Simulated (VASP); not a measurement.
# TiAl (Pm-3m) in VASP: notebook

The runs below take TiAl through single point, with PBE+U, RPBE+D3(BJ), PBEsol+D3(BJ).

Program: VASP 6.6.1. These are calculated values, not measurements. Logs are shortened: lines on timing, memory, paths and dates and some standing lists are left out, and cuts for length are marked.

**1. The cell of the first run**

The structure is cubic, space group Pm-3m (No. 221). The conventional cell has a = 3.179 Å, b = 3.179 Å, c = 3.179 Å, α = 90.00°, β = 90.00°, γ = 90.00°. Within 3.6 Å of Ti (site symmetry m-3m) lie 8 Al at 2.75 Å and 6 Ti at 3.18 Å. Within 3.6 Å of Al (site symmetry m-3m) lie 8 Ti at 2.75 Å and 6 Al at 3.18 Å.

**2. Single point, PBE+U**

INCAR

```
PREC = Accurate
ENCUT = 520
EDIFF = 1E-6
ISMEAR = 1
SIGMA = 0.1
LREAL = F
LASPH = T
NELM = 150
ALGO = Fast
ISIF = 2
LWAVE = F
LCHARG = T
LMAXMIX = 4
LDAU = T
LDAUTYPE = 2
LDAUL = 2 -1
LDAUU = 6.2 0
LDAUJ = 0 0
LDAUPRINT = 1
GGA = PE
LELF = T
LVHAR = T
NBANDS = 14
```

KPOINTS

```
regular mesh
0
Gamma
  8 8 8
```

POSCAR

```
TiAl
1.0
    3.1790640000      0.0000000000      0.0000000000
    0.0000000000      3.1790640000      0.0000000000
    0.0000000000      0.0000000000      3.1790640000
Ti Al
1 1
Direct
    0.0000000000      0.0000000000      0.0000000000
    0.5000000000      0.5000000000      0.5000000000
```

Potentials or basis: VASP PAW PBE potentials, release 64 (Ti_sv, Al).

On the command line:

```bash
$ cat potpaw_PBE.64/Ti_sv/POTCAR potpaw_PBE.64/Al/POTCAR > POTCAR
$ mpirun -np 1 vasp_std > vasp.out
```

OUTCAR:

```text
PREC = Accurate
   ENCUT = 520
   EDIFF = 1E-6
   ISMEAR = 1
   LREAL = F
   LASPH = T
   NELM = 150
   ISIF = 2
   GGA = PE

 ion  position               nearest neighbor table
   1  0.000  0.000  0.000-   2 2.75   2 2.75   2 2.75   2 2.75   2 2.75   2 2.75   2 2.75   2 2.75

   2  0.500  0.500  0.500-   1 2.75   1 2.75   1 2.75   1 2.75   1 2.75   1 2.75   1 2.75   1 2.75

  LATTYP: Found a simple cubic cell.
 ALAT       =     3.1790640000

  Lattice vectors:

 A1 = (   3.1790640000,   0.0000000000,   0.0000000000)
 A2 = (   0.0000000000,   3.1790640000,   0.0000000000)
 A3 = (   0.0000000000,   0.0000000000,   3.1790640000)

Analysis of symmetry for initial positions (statically):
=====================================================================
 Subroutine PRICEL returns:
 Original cell was already a primitive cell.

 Routine SETGRP: Setting up the symmetry group for a
 simple cubic supercell.

 Subroutine GETGRP returns: Found 48 space group operations
 (whereof 48 operations were pure point group operations)
 out of a pool of 48 trial point group operations.

The static configuration has the point symmetry O_h .

Analysis of symmetry for dynamics (positions and initial velocities):
=====================================================================
 Subroutine PRICEL returns:
 Original cell was already a primitive cell.

 Routine SETGRP: Setting up the symmetry group for a
 simple cubic supercell.

 Subroutine GETGRP returns: Found 48 space group operations
 (whereof 48 operations were pure point group operations)
 out of a pool of 48 trial point group operations.

The dynamic configuration has the point symmetry O_h .

 Subroutine INISYM returns: Found 48 space group operations
 (whereof 48 operations are pure point group operations),
 and found     1 'primitive' translations

----------------------------------------------------------------------------------------

                                     Primitive cell

  volume of cell :      32.1290

  direct lattice vectors                    reciprocal lattice vectors
     3.179064000  0.000000000  0.000000000     0.314557996  0.000000000  0.000000000
     0.000000000  3.179064000  0.000000000     0.000000000  0.314557996  0.000000000
     0.000000000  0.000000000  3.179064000     0.000000000  0.000000000  0.314557996

  length of vectors
     3.179064000  3.179064000  3.179064000     0.314557996  0.314557996  0.314557996

  position of ions in fractional coordinates (direct lattice)
     0.000000000  0.000000000  0.000000000
     0.500000000  0.500000000  0.500000000

  ion indices of the primitive-cell ions
   primitive index   ion index
                 1           1
                 2           2

----------------------------------------------------------------------------------------

 KPOINTS: regular mesh

Automatic generation of k-mesh.
 Grid dimensions read from file:
 generate k-points for:    8    8    8

 Generating k-lattice:

  Cartesian coordinates                     Fractional coordinates (reciprocal lattice)
     0.039319749  0.000000000  0.000000000     0.125000000  0.000000000  0.000000000
     0.000000000  0.039319749  0.000000000     0.000000000  0.125000000  0.000000000
     0.000000000  0.000000000  0.039319749     0.000000000  0.000000000  0.125000000

  Length of vectors
     0.039319749  0.039319749  0.039319749

  Shift w.r.t. Gamma in fractional coordinates (k-lattice)
     0.000000000  0.000000000  0.000000000

 Subroutine IBZKPT returns following result:
 ===========================================

 Found     35 irreducible k-points:

 Following reciprocal coordinates:
[... 40 lines left out ...]
   LSORBIT =      F    spin-orbit coupling
   LASPH  =      T    aspherical Exc in radial PAW
   ENCUT  =  520.0 eV  38.22 Ry    6.18 a.u.   5.91  5.91  5.91*2*pi/ulx,y,z
   NELM   =    150;   NELMIN=  2; NELMDL= -5     # of ELM steps
   EDIFF  = 0.1E-05   stopping-criterion for ELM
   LREAL  =      F    real-space projection
   EDIFFG = 0.1E-04   stopping-criterion for IOM
   NSW    =      0    number of steps for IOM
   IBRION =     -1    ionic relax: 0-MD 1-quasi-New 2-CG
   NFREE  =      0    steps in history (QN), initial steepest desc. (CG)
   ISIF   =      2    stress and relaxation
   ISYM   =      2    0-nonsym 1-usesym 2-fastsym
   POTIM  = 0.5000    time-step for ionic-motion
   TEBEG  =    0.0;   TEEND  =   0.0 temperature during run
   PSTRESS=    0.0 pullay stress
   NELECT =      15.0000    total number of electrons
   NUPDOWN=      -1.0000    fix difference up-down
   EMIN   =  10.00;   EMAX   =-10.00  energy-range for DOS
   EFERMI =   0.00;   METHOD = LEGACY
   ISMEAR =     1;   SIGMA  =   0.10  broadening in eV -4-tet -1-fermi 0-gaus
   EFERMI_NEDOS =   21; number of points for ismear=-14 and -15
   IALGO  =     68    algorithm
   IMIX   =      4    mixing-type and parameters
     AMIX     =   0.40;   BMIX     =  1.00
     AMIX_MAG =   1.60;   BMIX_MAG =  1.00
  volume/ion in A,a.u.               =      16.06       108.41
  Fermi-wavevector in a.u.,A,eV,Ry     =   1.270007  2.399964 21.945065  1.612917
  Thomas-Fermi vector in A             =   2.403017
   LORBIT       =      0    0 simple, 1 ext, 2 COOP (PROOUT), +10 PAW based schemes
 LDA+U is selected, type is set to LDAUTYPE =  2
   angular momentum for each species LDAUL =     2   -1
   U (eV)           for each species LDAUU =   6.2  0.0
   J (eV)           for each species LDAUJ =   0.0  0.0
   GGA     = PE    functional components
   LHFCALC =     F    Hartree Fock is set to
   AEXX    =    0.0000 exact exchange contribution
   IVDW    =     0    specifies the selected vdW correction
   LEPSILON=     F    determine dielectric tensor
   LRPA    =     F    only Hartree local field effects (RPA)
 non-spin polarized calculation
 RMM-DIIS sequential band-by-band and
 Methfessel and Paxton  Order N= 1 SIGMA  =   0.10
  energy-cutoff  :      520.00
  volume of cell :       32.13
 maximum number of plane-waves:       912
 NGX is ok and might be reduce to    24
   NGX = 11   NGY = 11   NGZ = 11

atom =   1  type =  1  l = 2

 onsite density matrix

spin component  1

  0.1018 -0.0000 -0.0000  0.0000 -0.0000
 -0.0000  0.1018 -0.0000 -0.0000 -0.0000
 -0.0000 -0.0000  0.2878  0.0000  0.0000
  0.0000 -0.0000  0.0000  0.1018  0.0000
 -0.0000 -0.0000  0.0000  0.0000  0.2878

spin component  2

  0.1018 -0.0000 -0.0000  0.0000 -0.0000
 -0.0000  0.1018 -0.0000 -0.0000 -0.0000
 -0.0000 -0.0000  0.2878  0.0000  0.0000
  0.0000 -0.0000  0.0000  0.1018  0.0000
 -0.0000 -0.0000  0.0000  0.0000  0.2878

 occupancies and eigenvectors

  o =  0.1018  v =  0.0000  0.9269  0.0000  0.3753  0.0000  0.0000  0.0000  0.0000  0.0000  0.0000      0.0000  0.0000  0.0000  0.0000  0.0000  0.0000  0.0000  0.0000  0.0000  0.0000
  o =  0.1018  v =  0.0000  0.0000  0.0000  0.0000  0.0000  0.0000  0.9269  0.0000  0.3753  0.0000      0.0000  0.0000  0.0000  0.0000  0.0000  0.0000  0.0000  0.0000  0.0000  0.0000
  o =  0.1018  v =  0.0000  0.3753  0.0000 -0.9269 -0.0000  0.0000  0.0000  0.0000  0.0000  0.0000      0.0000  0.0000  0.0000  0.0000  0.0000  0.0000  0.0000  0.0000  0.0000  0.0000
  o =  0.1018  v =  0.0000  0.0000  0.0000  0.0000  0.0000  0.0000  0.3753  0.0000 -0.9269 -0.0000      0.0000  0.0000  0.0000  0.0000  0.0000  0.0000  0.0000  0.0000  0.0000  0.0000
  o =  0.1018  v =  1.0000  0.0000  0.0000  0.0000  0.0000  0.0000  0.0000  0.0000  0.0000  0.0000      0.0000  0.0000  0.0000  0.0000  0.0000  0.0000  0.0000  0.0000  0.0000  0.0000
  o =  0.1018  v =  0.0000  0.0000  0.0000  0.0000  0.0000  1.0000  0.0000  0.0000  0.0000  0.0000      0.0000  0.0000  0.0000  0.0000  0.0000  0.0000  0.0000  0.0000  0.0000  0.0000
  o =  0.2878  v =  0.0000  0.0000  0.0000  0.0000  0.0000  0.0000  0.0000  0.0898  0.0000 -0.9960      0.0000  0.0000  0.0000  0.0000  0.0000  0.0000  0.0000  0.0000  0.0000  0.0000
  o =  0.2878  v =  0.0000  0.0000  0.0898  0.0000 -0.9960  0.0000  0.0000  0.0000  0.0000  0.0000      0.0000  0.0000  0.0000  0.0000  0.0000  0.0000  0.0000  0.0000  0.0000  0.0000
  o =  0.2878  v =  0.0000  0.0000  0.0000  0.0000  0.0000  0.0000  0.0000 -0.9960 -0.0000 -0.0898      0.0000  0.0000  0.0000  0.0000  0.0000  0.0000  0.0000  0.0000  0.0000  0.0000
  o =  0.2878  v =  0.0000  0.0000 -0.9960 -0.0000 -0.0898  0.0000  0.0000  0.0000  0.0000  0.0000      0.0000  0.0000  0.0000  0.0000  0.0000  0.0000  0.0000  0.0000  0.0000  0.0000

 number of electron      14.9999993 magnetization

 Free energy of the ion-electron system (eV)
  ---------------------------------------------------
  ext. energy  EPLUGINS =         0.00000000
  ---------------------------------------------------
  free energy    TOTEN  =        -7.57381191 eV

  energy without entropy =       -7.57197211  energy(sigma->0) =       -7.57319864

 E-fermi :   9.2694     XC(G=0): -11.1281

 val. band max:        9.2479431782   @ k =   0.5000   0.2500   0.2500
 cond. band min:       9.4610601680   @ k =   0.3750   0.2500   0.2500
 fundamental gap:      0.2131169898
 Fermi energy:         9.2693926214

 k-point     1 :       0.0000    0.0000    0.0000
  band No.  band energies     occupation
      1     -49.2488      2.00000
      2     -25.3880      2.00000
      3     -25.3880      2.00000
      4     -25.3880      2.00000
      5      -0.4503      2.00000
      6       7.6400      2.00000
      7       7.6400      2.00000
      8      11.9518      0.00000
      9      11.9518      0.00000
     10      11.9518      0.00000
     11      13.2507      0.00000
     12      13.2507      0.00000
     13      13.2507      0.00000
     14      17.7607      0.00000
[... 377 lines left out ...]
      1     -49.2217      2.00000
      2     -25.5238      2.00000
      3     -25.4991      2.00000
      4     -25.3841      2.00000
      5       4.1046      2.00000
      6       5.8504      2.00000
      7       7.1946      2.00000
      8       8.4357      2.00000
      9      10.6759     -0.00000
     10      10.7091     -0.00000
     11      11.9589      0.00000
     12      13.9465      0.00000
     13      14.2907      0.00000
     14      16.6794      0.00000

 [... further k-points ...]
[... 5 lines left out ...]
  --------------------------------------------------------------------------------------
  -------------------------------------------------------------------------------------
  Total        1.6254003      1.6254003      1.6254003      0.0000000      0.0000000     -0.0000000
  in kB       81.0537502     81.0537502     81.0537502      0.0000000      0.0000000     -0.0000000
  external PRESSURE =      81.0537502 kB  Pullay stress =       0.0000000 kB

 VOLUME and BASIS-vectors are now :
 -----------------------------------------------------------------------------
  energy-cutoff  :      520.00
  volume of cell :       32.13
      direct lattice vectors                 reciprocal lattice vectors
     3.179064000  0.000000000  0.000000000     0.314557996  0.000000000  0.000000000
     0.000000000  3.179064000  0.000000000     0.000000000  0.314557996  0.000000000
     0.000000000  0.000000000  3.179064000     0.000000000  0.000000000  0.314557996

 POSITION                                       TOTAL-FORCE (eV/Angst)
 -----------------------------------------------------------------------------------
      0.00000      0.00000      0.00000         0.000000      0.000000      0.000000
      1.58953      1.58953      1.58953         0.000000      0.000000      0.000000
 -----------------------------------------------------------------------------------
    total drift:                               -0.000000      0.000000      0.000000

  FREE ENERGIE OF THE ION-ELECTRON SYSTEM (eV)
  ---------------------------------------------------
  free  energy   TOTEN  =        -7.5738119097 eV

  energy  without entropy=       -7.5719721100  energy(sigma->0) =       -7.57319864
```

It took 12 s on 1 thread of Intel Xeon Platinum 8488C (Sapphire Rapids), shared host; peak memory 0.14 GiB.

Results:

```
Free energy : -7.5738 eV
Pressure    : 8.1 GPa
```

Levels at points of the mesh, in eV from the Fermi level:
| k point | band 4 | band 5 | band 6 | band 7 | band 8 | band 9 | band 10 | band 11 |
| --- | --- | --- | --- | --- | --- | --- | --- | --- |
| (0.00, 0.00, 0.00) | -34.66 | -9.72 | -1.63 | -1.63 | 2.68 | 2.68 | 2.68 | 3.98 |
| (0.50, 0.00, 0.00) | -34.64 | -6.45 | -5.65 | -0.73 | 0.77 | 0.77 | 2.76 | 2.92 |
| (0.50, 0.50, 0.00) | -34.63 | -4.99 | -2.57 | -2.57 | -1.82 | 1.46 | 1.46 | 2.55 |
| (0.50, 0.50, 0.50) | -34.77 | -2.90 | -2.90 | -2.90 | 0.35 | 2.32 | 2.32 | 2.32 |

Eigenvalues of the final occupation matrices:
```
    site  spin  trace               eigenvalues
site 1 d     1   0.88  0.10 0.10 0.10 0.29 0.29
site 1 d     2   0.88  0.10 0.10 0.10 0.29 0.29
```

Caveat: U without spin polarisation on a metal has little footing; the U is typed as a test and isn't derived for this compound.

(Continued in part 2 of 2.)
